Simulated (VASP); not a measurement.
# KBr (Pm-3m) in VASP: further runs, part 2 of 2

VASP 6.6.1.

## 4. Single point, HSE06 (strain +0.4%)

Input file POSCAR:

```
KBr
1.0
    3.9914318025      0.0000000000      0.0000000000
    0.0000000000      3.9914318025      0.0000000000
    0.0000000000      0.0000000000      3.9914318025
K Br
1 1
Direct
    0.0000000000      0.0000000000      0.0000000000
    0.5000000000      0.5000000000      0.5000000000
```

Input file INCAR.step1:

```
PREC = Accurate ; ENCUT = 400
EDIFF = 1E-5 ; ISMEAR = 0
SIGMA = 0.01 ; LREAL = False
LASPH = True ; NELM = 120
ALGO = Normal ; ISIF = 2
LWAVE = True ; LCHARG = False
GGA = PE ; NBANDS = 15
GGA_COMPAT = False
```

Input file INCAR.step2:

```
PREC = Accurate ; ENCUT = 400
EDIFF = 1E-6 ; ISMEAR = 0
SIGMA = 0.01 ; LREAL = False
LASPH = True ; NELM = 120
ALGO = Normal ; ISIF = 2
LWAVE = False ; LCHARG = False
GGA = PE ; LHFCALC = True
HFSCREEN = 0.2079 ; PRECFOCK = Normal
ISTART = 1 ; NBANDS = 15
GGA_COMPAT = False
```

Input file KPOINTS:

```
regular mesh
0
Gamma
  4 4 4
```

Potentials or basis: VASP PAW PBE potentials, release 64 (K_sv, Br).

The run is started by

```
cat potpaw_PBE.64/K_sv/POTCAR potpaw_PBE.64/Br/POTCAR > POTCAR
cp INCAR.step1 INCAR
mpirun -np 1 vasp_std > vasp.out
cp INCAR.step2 INCAR
mpirun -np 1 vasp_std > vasp.out
```

OUTCAR:

```text
PREC = Accurate
   ENCUT = 400
   EDIFF = 1E-6
   ISMEAR = 0
   LREAL = False
   LASPH = True
   NELM = 120
   ISIF = 2
   GGA = PE
   LHFCALC = True
   HFSCREEN = 0.2079
   PRECFOCK = Normal
   ISTART = 1

 ion  position               nearest neighbor table
   1  0.000  0.000  0.000-
   2  0.500  0.500  0.500-

  LATTYP: Found a simple cubic cell.
 ALAT       =     3.9914318025

  Lattice vectors:

 A1 = (   3.9914318025,   0.0000000000,   0.0000000000)
 A2 = (   0.0000000000,   3.9914318025,   0.0000000000)
 A3 = (   0.0000000000,   0.0000000000,   3.9914318025)

Analysis of symmetry for initial positions (statically):
=====================================================================
 Subroutine PRICEL returns:
 Original cell was already a primitive cell.

 Routine SETGRP: Setting up the symmetry group for a
 simple cubic supercell.

 Subroutine GETGRP returns: Found 48 space group operations
 (whereof 48 operations were pure point group operations)
 out of a pool of 48 trial point group operations.

The static configuration has the point symmetry O_h .

Analysis of symmetry for dynamics (positions and initial velocities):
=====================================================================
 Subroutine PRICEL returns:
 Original cell was already a primitive cell.

 Routine SETGRP: Setting up the symmetry group for a
 simple cubic supercell.

 Subroutine GETGRP returns: Found 48 space group operations
 (whereof 48 operations were pure point group operations)
 out of a pool of 48 trial point group operations.

The dynamic configuration has the point symmetry O_h .

 Subroutine INISYM returns: Found 48 space group operations
 (whereof 48 operations are pure point group operations),
 and found     1 'primitive' translations

----------------------------------------------------------------------------------------

                                     Primitive cell

  volume of cell :      63.5896

  direct lattice vectors                    reciprocal lattice vectors
     3.991431803  0.000000000  0.000000000     0.250536662  0.000000000  0.000000000
     0.000000000  3.991431803  0.000000000     0.000000000  0.250536662  0.000000000
     0.000000000  0.000000000  3.991431803     0.000000000  0.000000000  0.250536662

  length of vectors
     3.991431803  3.991431803  3.991431803     0.250536662  0.250536662  0.250536662

  position of ions in fractional coordinates (direct lattice)
     0.000000000  0.000000000  0.000000000
     0.500000000  0.500000000  0.500000000

  ion indices of the primitive-cell ions
   primitive index   ion index
                 1           1
                 2           2

----------------------------------------------------------------------------------------

 KPOINTS: regular mesh

[... 35 lines left out ...]
   number of dos      NEDOS =    301   number of ions     NIONS =      2
   total plane-waves  NPLWV =  21952
   dimension x,y,z NGX =    28 NGY =   28 NGZ =   28
   dimension x,y,z NGXF=    56 NGYF=   56 NGZF=   56
   ions per type =               1   1
   NGX,Y,Z   is equivalent  to a cutoff of  11.66, 11.66, 11.66 a.u.
   NGXF,Y,Z  is equivalent  to a cutoff of  23.32, 23.32, 23.32 a.u.
 SYSTEM =  unknown system
   PREC   = accura    normal or accurate (medium, high low for compatibility)
   ISTART =      1    job   : 0-new  1-cont  2-samecut
   ICHARG =      0    charge: 1-file 2-atom 10-const
   ISPIN  =      1    spin polarized calculation?
   LNONCOLLINEAR =      F non collinear calculations
   LSORBIT =      F    spin-orbit coupling
   LASPH  =      T    aspherical Exc in radial PAW
   ENCUT  =  400.0 eV  29.40 Ry    5.42 a.u.   6.51  6.51  6.51*2*pi/ulx,y,z
   NELM   =    120;   NELMIN=  2; NELMDL=  0     # of ELM steps
   EDIFF  = 0.1E-05   stopping-criterion for ELM
   LREAL  =      F    real-space projection
   EDIFFG = 0.1E-04   stopping-criterion for IOM
   NSW    =      0    number of steps for IOM
   IBRION =     -1    ionic relax: 0-MD 1-quasi-New 2-CG
   NFREE  =      0    steps in history (QN), initial steepest desc. (CG)
   ISIF   =      2    stress and relaxation
   ISYM   =      3    0-nonsym 1-usesym 2-fastsym
   POTIM  = 0.5000    time-step for ionic-motion
   TEBEG  =    0.0;   TEEND  =   0.0 temperature during run
   PSTRESS=    0.0 pullay stress
   NELECT =      16.0000    total number of electrons
   NUPDOWN=      -1.0000    fix difference up-down
   EMIN   =  10.00;   EMAX   =-10.00  energy-range for DOS
   EFERMI =   0.00;   METHOD = LEGACY
   ISMEAR =     0;   SIGMA  =   0.01  broadening in eV -4-tet -1-fermi 0-gaus
   EFERMI_NEDOS =   21; number of points for ismear=-14 and -15
   IALGO  =     38    algorithm
   IMIX   =      1    mixing-type and parameters
     AMIX     =   0.40;   BMIX     =  1.00
     AMIX_MAG =   1.60;   BMIX_MAG =  1.00
  volume/ion in A,a.u.               =      31.79       214.56
  Fermi-wavevector in a.u.,A,eV,Ry     =   1.033521  1.953072 14.533285  1.068166
  Thomas-Fermi vector in A             =   2.167772
   LORBIT       =      0    0 simple, 1 ext, 2 COOP (PROOUT), +10 PAW based schemes
   GGA     = PE    functional components
   LHFCALC =     T    Hartree Fock is set to
   PRECFOCK=normal    Normal, Fast or Accurate (Low or Medium for compatibility)
   ENCUT4O =  -1.0   cutoff for four orbital integrals eV
   NKREDX  =     1    reduce k-point grid by
   NKREDY  =     1    reduce k-point grid by
   NKREDZ  =     1    reduce k-point grid by
   AEXX    =    0.2500 exact exchange contribution
   HFSCREEN=    0.2079 screening length (either q_TF or 0.3 A-1)
   HFSCREENC=   0.2079 screening length for correlation (either q_TF or 0.3 A-1)
   ENCUTFOCK=  -1.0 apply spherical cutoff to Coloumb kernel
   IVDW    =     0    specifies the selected vdW correction
   LEPSILON=     F    determine dielectric tensor
   LRPA    =     F    only Hartree local field effects (RPA)
 non-spin polarized calculation
 Gauss-broadening in eV      SIGMA  =   0.01
  energy-cutoff  :      400.00
  volume of cell :       63.59
 maximum number of plane-waves:      1189
 NGX is ok and might be reduce to    28
  NGX = 20; NGY = 20; NGZ = 20

 number of electron      15.9999992 magnetization

 Free energy of the ion-electron system (eV)
  ---------------------------------------------------
  ext. energy  EPLUGINS =         0.00000000
  ---------------------------------------------------
  free energy    TOTEN  =        -7.02429232 eV

  energy without entropy =       -7.02429232  energy(sigma->0) =       -7.02429232

 E-fermi :  -1.3422     XC(G=0):  -6.6731

 val. band max:       -1.3935642012   @ k =   0.5000   0.5000   0.0000
 cond. band min:       3.7547949853   @ k =   0.0000   0.0000   0.0000
 fundamental gap:      5.1483591865
 Fermi energy:        -1.3422482313

 k-point     1 :       0.0000    0.0000    0.0000
  band No.  band energies     occupation
      1     -32.2570      2.00000
      2     -15.3314      2.00000
      3     -14.3229      2.00000
      4     -14.3229      2.00000
      5     -14.3229      2.00000
      6      -1.6887      2.00000
      7      -1.6887      2.00000
      8      -1.6887      2.00000
      9       3.7548      0.00000
     10       5.6643      0.00000
     11       5.6643      0.00000
     12      10.0165      0.00000
     13      10.0165      0.00000
     14      10.0165      0.00000
[... 149 lines left out ...]
      2     -14.8728      2.00000
      3     -14.4444      2.00000
      4     -14.4444      2.00000
      5     -14.4444      2.00000
      6      -3.0116      2.00000
      7      -3.0116      2.00000
      8      -3.0116      2.00000
      9       7.2840      0.00000
     10       7.2840      0.00000
     11       7.2840      0.00000
     12       9.7973      0.00000
     13       9.7973      0.00000
     14       9.7973      0.00000
     15      11.7884      0.00000

------------------------ aborting loop because EDIFF is reached ----------------------------------------

  FORCE on cell =-STRESS in cart. coord.  units (eV):
  Direction    XX          YY          ZZ          XY          YZ          ZX
  --------------------------------------------------------------------------------------
  -------------------------------------------------------------------------------------
  Total        0.1163418      0.1163418      0.1163418      0.0000000      0.0000000      0.0000000
  in kB        2.9312999      2.9312999      2.9312999      0.0000000      0.0000000      0.0000000
  external PRESSURE =       2.9312999 kB  Pullay stress =       0.0000000 kB

 VOLUME and BASIS-vectors are now :
 -----------------------------------------------------------------------------
  energy-cutoff  :      400.00
  volume of cell :       63.59
      direct lattice vectors                 reciprocal lattice vectors
     3.991431803  0.000000000  0.000000000     0.250536662  0.000000000  0.000000000
     0.000000000  3.991431803  0.000000000     0.000000000  0.250536662  0.000000000
     0.000000000  0.000000000  3.991431803     0.000000000  0.000000000  0.250536662

 POSITION                                       TOTAL-FORCE (eV/Angst)
 -----------------------------------------------------------------------------------
      0.00000      0.00000      0.00000         0.000000      0.000000      0.000000
      1.99572      1.99572      1.99572         0.000000      0.000000      0.000000
 -----------------------------------------------------------------------------------
    total drift:                                0.000000      0.000000      0.000000

  FREE ENERGIE OF THE ION-ELECTRON SYSTEM (eV)
  ---------------------------------------------------
  free  energy   TOTEN  =        -7.0242923154 eV

  energy  without entropy=       -7.0242923154  energy(sigma->0) =       -7.02429232
```

It took 2.9 min on 1 thread of Intel Xeon Platinum 8488C (Sapphire Rapids), shared host; peak memory 0.26 GiB.

Results:

| Item | Value |
| --- | --- |
| Free energy | -7.0243 eV |
| Pressure | 0.3 GPa |
| Band gap on the k mesh | 5.15 eV (least direct gap 5.44 eV) |

Caveat: the cell differs from its parent crystal (strain +0.4%); the PAW data sets were made with another functional, which shifts forces and pressure a little.

## 5. The runs side by side

| level | k mesh | cutoff (eV) | smearing | grid for exact exchange (PRECFOCK) | share of exact exchange | screening parameter | gap on the mesh (eV) | pressure (GPa) |
| --- | --- | --- | --- | --- | --- | --- | --- | --- |
| PBE | 6 × 6 × 6 | 500 | fermi-dirac 0.02 eV | - | - | - | 3.98 | 0.7 |
| r2SCAN | 6 × 6 × 6 | 550 | gaussian 0.01 eV | - | - | - | 4.73 | -0.2 |
| HSE06 | 4 × 4 × 4 | 400 | gaussian 0.01 eV | Normal | 0.25 | 0.2079 1/Å | 5.15 | 0.3 |

Alike in all rows: task single point; potentials or basis VASP PAW PBE potentials, release 64 (K_sv, Br); no spin polarisation; cell as given.

Caveats: the PAW data sets were made with another functional, which shifts forces and pressure a little (at least some runs).

Absolute energies hang on the potentials; compare differences alone.
